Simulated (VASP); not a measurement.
# KBr (Fm-3m) in VASP: notebook, part 2 of 3

VASP 6.6.1.

## Step 3: Single point, r2SCAN

This run uses another cell than the first one, of 36.01 Å³/atom, 1.002 times its volume.

Input file POSCAR:

```
KBr
1.0
    0.0000000000      3.3022256572      3.3022256572
    3.3022256572      0.0000000000      3.3022256572
    3.3022256572      3.3022256572      0.0000000000
K Br
1 1
Direct
    0.0000000000      0.0000000000      0.0000000000
    0.5000000000      0.5000000000      0.5000000000
```

Input file INCAR.step1:

```
SYSTEM = KBr
  ALGO = Normal
  EDIFF = 1E-4
  ENCUT = 520
  GGA = PE
  ISMEAR = 0
  LASPH = .True.
  LCHARG = .False.
  LREAL = .False.
  LWAVE = .True.
  NBANDS = 15
  NELM = 60
  PREC = Accurate
  SIGMA = 0.02
```

Input file INCAR.step2:

```
SYSTEM = KBr
  ALGO = Normal
  EDIFF = 1E-6
  ENCUT = 520
  ISIF = 2
  ISMEAR = 0
  ISTART = 1
  LASPH = .True.
  LCHARG = .True.
  LELF = .True.
  LMIXTAU = .True.
  LREAL = .False.
  LVHAR = .True.
  LWAVE = .False.
  METAGGA = R2SCAN
  NBANDS = 15
  NELM = 60
  PREC = Accurate
  SIGMA = 0.02
```

Input file KPOINTS:

```
k-points
0
Gamma
  6 6 6
  0 0 0
```

Potentials or basis: VASP PAW PBE potentials, release 64 (K_sv, Br).

On the command line:

```
$ cat potpaw_PBE.64/K_sv/POTCAR potpaw_PBE.64/Br/POTCAR > POTCAR
$ cp INCAR.step1 INCAR
$ mpirun -np 1 vasp_std > vasp.out
$ cp INCAR.step2 INCAR
$ mpirun -np 1 vasp_std > vasp.out
```

OUTCAR:

```text
SYSTEM = KBr
   EDIFF = 1E-6
   ENCUT = 520
   ISIF = 2
   ISMEAR = 0
   ISTART = 1
   LASPH = .True.
   LREAL = .False.
   METAGGA = R2SCAN
   NELM = 60
   PREC = Accurate

 ion  position               nearest neighbor table
   1  0.000  0.000  0.000-   2 3.30   2 3.30   2 3.30   2 3.30   2 3.30   2 3.30
   2  0.500  0.500  0.500-   1 3.30   1 3.30   1 3.30   1 3.30   1 3.30   1 3.30

  LATTYP: Found a face centered cubic cell.
 ALAT       =     6.6044513144

  Lattice vectors:

 A1 = (   0.0000000000,   3.3022256572,   3.3022256572)
 A2 = (   3.3022256572,   0.0000000000,   3.3022256572)
 A3 = (   3.3022256572,   3.3022256572,   0.0000000000)

Analysis of symmetry for initial positions (statically):
=====================================================================
 Subroutine PRICEL returns:
 Original cell was already a primitive cell.

 Routine SETGRP: Setting up the symmetry group for a
 face centered cubic supercell.

 Subroutine GETGRP returns: Found 48 space group operations
 (whereof 48 operations were pure point group operations)
 out of a pool of 48 trial point group operations.

The static configuration has the point symmetry O_h .

Analysis of symmetry for dynamics (positions and initial velocities):
=====================================================================
 Subroutine PRICEL returns:
 Original cell was already a primitive cell.

 Routine SETGRP: Setting up the symmetry group for a
 face centered cubic supercell.

 Subroutine GETGRP returns: Found 48 space group operations
 (whereof 48 operations were pure point group operations)
 out of a pool of 48 trial point group operations.

The dynamic configuration has the point symmetry O_h .

 Subroutine INISYM returns: Found 48 space group operations
 (whereof 48 operations are pure point group operations),
 and found     1 'primitive' translations

----------------------------------------------------------------------------------------

                                     Primitive cell

  volume of cell :      72.0195
[... 109 lines left out ...]
   LEPSILON=     F    determine dielectric tensor
   LRPA    =     F    only Hartree local field effects (RPA)
 non-spin polarized calculation
 Gauss-broadening in eV      SIGMA  =   0.02
  energy-cutoff  :      520.00
  volume of cell :       72.02
 maximum number of plane-waves:      1964
   NGX = 17   NGY = 17   NGZ = 17

 number of electron      15.9999997 magnetization

 Free energy of the ion-electron system (eV)
  ---------------------------------------------------
  ext. energy  EPLUGINS =         0.00000000
  ---------------------------------------------------
  free energy    TOTEN  =       -23.24865397 eV

  energy without entropy =      -23.24865397  energy(sigma->0) =      -23.24865397

 E-fermi :  -2.0139     XC(G=0):  -7.7401

 val. band max:       -2.1566720978   @ k =   0.0000   0.0000   0.0000
 cond. band min:       2.9170217770   @ k =   0.0000   0.0000   0.0000
 fundamental gap:      5.0736938748
 Fermi energy:        -2.0138991767

 k-point     1 :       0.0000    0.0000    0.0000
  band No.  band energies     occupation
      1     -31.0436      2.00000
      2     -14.8823      2.00000
      3     -13.7495      2.00000
      4     -13.7495      2.00000
      5     -13.7495      2.00000
      6      -2.1567      2.00000
      7      -2.1567      2.00000
      8      -2.1567      2.00000
      9       2.9170      0.00000
     10       6.0792      0.00000
     11       6.0792      0.00000
     12       6.0792      0.00000
     13       7.0586      0.00000
     14       7.0586      0.00000
[... 257 lines left out ...]
      2     -14.8520      2.00000
      3     -13.8235      2.00000
      4     -13.7973      2.00000
      5     -13.6855      2.00000
      6      -2.8700      2.00000
      7      -2.6247      2.00000
      8      -2.6074      2.00000
      9       4.9576      0.00000
     10       6.6080      0.00000
     11       6.7190      0.00000
     12       7.9402      0.00000
     13       8.6967      0.00000
     14       9.4240      0.00000
     15       9.9504      0.00000

------------------------ aborting loop because EDIFF is reached ----------------------------------------

  FORCE on cell =-STRESS in cart. coord.  units (eV):
  Direction    XX          YY          ZZ          XY          YZ          ZX
  --------------------------------------------------------------------------------------
  -------------------------------------------------------------------------------------
  Total        0.0131506      0.0131506      0.0131506     -0.0000000     -0.0000000     -0.0000000
  in kB        0.2925539      0.2925539      0.2925539     -0.0000000     -0.0000000     -0.0000000
  external PRESSURE =       0.2925539 kB  Pullay stress =       0.0000000 kB

 VOLUME and BASIS-vectors are now :
 -----------------------------------------------------------------------------
  energy-cutoff  :      520.00
  volume of cell :       72.02
      direct lattice vectors                 reciprocal lattice vectors
     0.000000000  3.302225657  3.302225657    -0.151413032  0.151413032  0.151413032
     3.302225657  0.000000000  3.302225657     0.151413032 -0.151413032  0.151413032
     3.302225657  3.302225657  0.000000000     0.151413032  0.151413032 -0.151413032

 POSITION                                       TOTAL-FORCE (eV/Angst)
 -----------------------------------------------------------------------------------
      0.00000      0.00000      0.00000         0.000000      0.000000     -0.000000
      3.30223      3.30223      3.30223        -0.000000      0.000000      0.000000
 -----------------------------------------------------------------------------------
    total drift:                                0.000000      0.000000      0.000000

  FREE ENERGIE OF THE ION-ELECTRON SYSTEM (eV)
  ---------------------------------------------------
  free  energy   TOTEN  =       -23.2486539672 eV

  energy  without entropy=      -23.2486539672  energy(sigma->0) =      -23.24865397
```

OUTCAR.step1:

```text
SYSTEM = KBr
   EDIFF = 1E-4
   ENCUT = 520
   GGA = PE
   ISMEAR = 0
   LASPH = .True.
   LREAL = .False.
[... 497 lines left out ...]
      0.00000      0.00000      0.00000         0.000000      0.000000      0.000000
      3.30223      3.30223      3.30223        -0.000000     -0.000000     -0.000000
 -----------------------------------------------------------------------------------
    total drift:                                0.000000      0.000000      0.000000

  FREE ENERGIE OF THE ION-ELECTRON SYSTEM (eV)
  ---------------------------------------------------
  free  energy   TOTEN  =        -6.2157603989 eV

  energy  without entropy=       -6.2157603989  energy(sigma->0) =       -6.21576040
```

Wall time 49 s (1 thread of Intel Xeon 6975P-C (Granite Rapids), shared host); peak memory 0.21 GiB.

Results:

- Free energy: -23.2487 eV
- Pressure: 0.0 GPa
- Band gap on the k mesh: 5.07 eV, direct

Caveat: the PAW data sets were made with another functional, which shifts forces and pressure a little. r2SCAN opens gaps a little over a GGA but as a rule still falls short of measured ones.

## Step 4: Single point, r2SCAN (volume scaled by 1.03)

Input file POSCAR:

```
KBr
1.0
    0.0000000000      3.3349230872      3.3349230872
    3.3349230872      0.0000000000      3.3349230872
    3.3349230872      3.3349230872      0.0000000000
K Br
1 1
Direct
    0.0000000000      0.0000000000      0.0000000000
    0.5000000000      0.5000000000      0.5000000000
```

Input file INCAR.step1:

```
SYSTEM = KBr
  ALGO = Normal
  EDIFF = 1E-4
  ENCUT = 520
  GGA = PE
  ISMEAR = 0
  LASPH = .TRUE.
  LCHARG = .FALSE.
  LREAL = .FALSE.
  LWAVE = .TRUE.
  NBANDS = 15
  NELM = 100
  PREC = Accurate
  SIGMA = 0.02
```

Input file INCAR.step2:

```
SYSTEM = KBr
  ALGO = Normal
  EDIFF = 1E-7
  ENCUT = 520
  ISIF = 2
  ISMEAR = 0
  ISTART = 1
  LASPH = .TRUE.
  LCHARG = .TRUE.
  LELF = .TRUE.
  LMIXTAU = .TRUE.
  LREAL = .FALSE.
  LVHAR = .TRUE.
  LWAVE = .FALSE.
  METAGGA = R2SCAN
  NBANDS = 15
  NELM = 100
  PREC = Accurate
  SIGMA = 0.02
```

Input file KPOINTS:

```
k-points
0
G
  6 6 6
  0 0 0
```

Potentials or basis: VASP PAW PBE potentials, release 64 (K_sv, Br).

On the command line:

```
$ cat potpaw_PBE.64/K_sv/POTCAR potpaw_PBE.64/Br/POTCAR > POTCAR
$ cp INCAR.step1 INCAR
$ mpirun -np 1 vasp_std > vasp.out
$ cp INCAR.step2 INCAR
$ mpirun -np 1 vasp_std > vasp.out
```

OUTCAR:

```text
SYSTEM = KBr
   EDIFF = 1E-7
   ENCUT = 520
   ISIF = 2
   ISMEAR = 0
   ISTART = 1
   LASPH = .TRUE.
   LREAL = .FALSE.
   METAGGA = R2SCAN
   NELM = 100
   PREC = Accurate

 ion  position               nearest neighbor table
   1  0.000  0.000  0.000-
   2  0.500  0.500  0.500-

  LATTYP: Found a face centered cubic cell.
 ALAT       =     6.6698461744

  Lattice vectors:

 A1 = (   0.0000000000,   3.3349230872,   3.3349230872)
 A2 = (   3.3349230872,   0.0000000000,   3.3349230872)
 A3 = (   3.3349230872,   3.3349230872,   0.0000000000)

Analysis of symmetry for initial positions (statically):
=====================================================================
 Subroutine PRICEL returns:
 Original cell was already a primitive cell.

 Routine SETGRP: Setting up the symmetry group for a
 face centered cubic supercell.

 Subroutine GETGRP returns: Found 48 space group operations
 (whereof 48 operations were pure point group operations)
 out of a pool of 48 trial point group operations.

[... 163 lines left out ...]
      2     -14.9597      2.00000
      3     -13.9251      2.00000
      4     -13.9250      2.00000
      5     -13.9250      2.00000
      6      -2.2697      2.00000
      7      -2.2697      2.00000
      8      -2.2697      2.00000
      9       2.7213      0.00000
     10       5.9612      0.00000
     11       5.9612      0.00000
     12       5.9612      0.00000
     13       6.9219      0.00000
     14       6.9219      0.00000
[... 257 lines left out ...]
      2     -14.9338      2.00000
      3     -13.9903      2.00000
      4     -13.9672      2.00000
      5     -13.8642      2.00000
      6      -2.9546      2.00000
      7      -2.7126      2.00000
      8      -2.7019      2.00000
      9       4.8448      0.00000
     10       6.3722      0.00000
     11       6.5250      0.00000
     12       7.7101      0.00000
     13       8.5006      0.00000
     14       9.2144      0.00000
     15       9.6905      0.00000

------------------------ aborting loop because EDIFF is reached ----------------------------------------

  FORCE on cell =-STRESS in cart. coord.  units (eV):
  Direction    XX          YY          ZZ          XY          YZ          ZX
  --------------------------------------------------------------------------------------
  -------------------------------------------------------------------------------------
  Total       -0.1920610     -0.1920610     -0.1920610      0.0000000      0.0000000     -0.0000000
  in kB       -4.1482243     -4.1482243     -4.1482243      0.0000000      0.0000000     -0.0000000
  external PRESSURE =      -4.1482243 kB  Pullay stress =       0.0000000 kB

 VOLUME and BASIS-vectors are now :
 -----------------------------------------------------------------------------
  energy-cutoff  :      520.00
  volume of cell :       74.18
      direct lattice vectors                 reciprocal lattice vectors
     0.000000000  3.334923087  3.334923087    -0.149928495  0.149928495  0.149928495
     3.334923087  0.000000000  3.334923087     0.149928495 -0.149928495  0.149928495
     3.334923087  3.334923087  0.000000000     0.149928495  0.149928495 -0.149928495

 POSITION                                       TOTAL-FORCE (eV/Angst)
 -----------------------------------------------------------------------------------
      0.00000      0.00000      0.00000         0.000000     -0.000000      0.000000
      3.33492      3.33492      3.33492        -0.000000      0.000000     -0.000000
 -----------------------------------------------------------------------------------
    total drift:                                0.000000      0.000000      0.000000

  FREE ENERGIE OF THE ION-ELECTRON SYSTEM (eV)
  ---------------------------------------------------
  free  energy   TOTEN  =       -23.2463087668 eV

  energy  without entropy=      -23.2463087668  energy(sigma->0) =      -23.24630877
```

OUTCAR.step1:

```text
SYSTEM = KBr
   EDIFF = 1E-4
   ENCUT = 520
   GGA = PE
   ISMEAR = 0
   LASPH = .TRUE.
   LREAL = .FALSE.
[... 497 lines left out ...]
      0.00000      0.00000      0.00000        -0.000000     -0.000000     -0.000000
      3.33492      3.33492      3.33492         0.000000      0.000000      0.000000
 -----------------------------------------------------------------------------------
    total drift:                                0.000000      0.000000      0.000000

  FREE ENERGIE OF THE ION-ELECTRON SYSTEM (eV)
  ---------------------------------------------------
  free  energy   TOTEN  =        -6.2224492903 eV

  energy  without entropy=       -6.2224492903  energy(sigma->0) =       -6.22244929
```

OSZICAR.step1:

```text
N       E                     dE             d eps       ncg     rms          rms(c)
DAV:   1     0.976134312756E+02    0.97613E+02   -0.68023E+03   480   0.929E+02
DAV:   2    -0.110851217010E+00   -0.97724E+02   -0.88789E+02   648   0.221E+02
DAV:   3    -0.619430354515E+01   -0.60835E+01   -0.60481E+01   655   0.486E+01
DAV:   4    -0.640101414633E+01   -0.20671E+00   -0.20667E+00   752   0.832E+00
DAV:   5    -0.640262400897E+01   -0.16099E-02   -0.16098E-02   655   0.801E-01    0.295E+00
DAV:   6    -0.622404760758E+01    0.17858E+00   -0.22578E-01   599   0.224E+00    0.215E+00
DAV:   7    -0.621188812749E+01    0.12159E-01   -0.10963E-01   648   0.175E+00    0.995E-01
DAV:   8    -0.622131982328E+01   -0.94317E-02   -0.12456E-02   538   0.800E-01    0.115E-01
DAV:   9    -0.622214375827E+01   -0.82393E-03   -0.92976E-04   641   0.186E-01    0.796E-02
DAV:  10    -0.622243386940E+01   -0.29011E-03   -0.30422E-04   507   0.101E-01    0.131E-02
DAV:  11    -0.622244929026E+01   -0.15421E-04   -0.23309E-05   471   0.297E-02
   1 F= -.62224493E+01 E0= -.62224493E+01  d E =-.220974E-31
```

Wall time 62 s (1 thread of Intel Xeon 6975P-C (Granite Rapids), shared host); peak memory 0.21 GiB.

Results:

```
Free energy            : -23.2463 eV
Pressure               : -0.4 GPa
Band gap on the k mesh : 4.99 eV, direct
```

Caveat: the cell differs from its parent crystal (volume scaled by 1.03); the PAW data sets were made with another functional, which shifts forces and pressure a little.

(Part 2 of 3 ends here.)
